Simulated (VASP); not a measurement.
A run of VASP 6.6.1:

Contents of INCAR:

```
SYSTEM = Pd
PREC = Accurate
ENCUT = 520
EDIFF = 1E-6
ISMEAR = -1
SIGMA = 0.05
LREAL = .False.
LASPH = .True.
NELM = 80
ALGO = Normal
ISIF = 2
LWAVE = .False.
LCHARG = .True.
LELF = .True.
LVHAR = .True.
NBANDS = 17
```

Contents of KPOINTS:

```
Automatic mesh
0
Gamma
  6 6 4
  0 0 0
```

POSCAR

```
Pd
1.0
    2.7836650458      0.0000000000      0.0000000000
   -1.3918325229      2.4107246453      0.0000000000
    0.0000000000      0.0000000000      4.6288930000
Pd
2
Direct
    0.3333333333      0.6666666667      0.2500000000
    0.6666666667      0.3333333333      0.7500000000
```

Potentials or basis: VASP PAW LDA potentials, release 64 (Pd).

The run is started by

```console
$ cat potpaw_LDA.64/Pd/POTCAR > POTCAR
$ mpirun -np 1 vasp_std > vasp.out
```

Hardware: 1 thread of Intel(R) Xeon(R) 6975P-C (Granite Rapids) (shared host).

Question: Estimate the wall time of this run.

Answer: It took 7.1 s on 1 thread of Intel(R) Xeon(R) 6975P-C (Granite Rapids), with other jobs on the host, peak memory 0.13 GiB. Counts: scf iterations 12, k points 21.
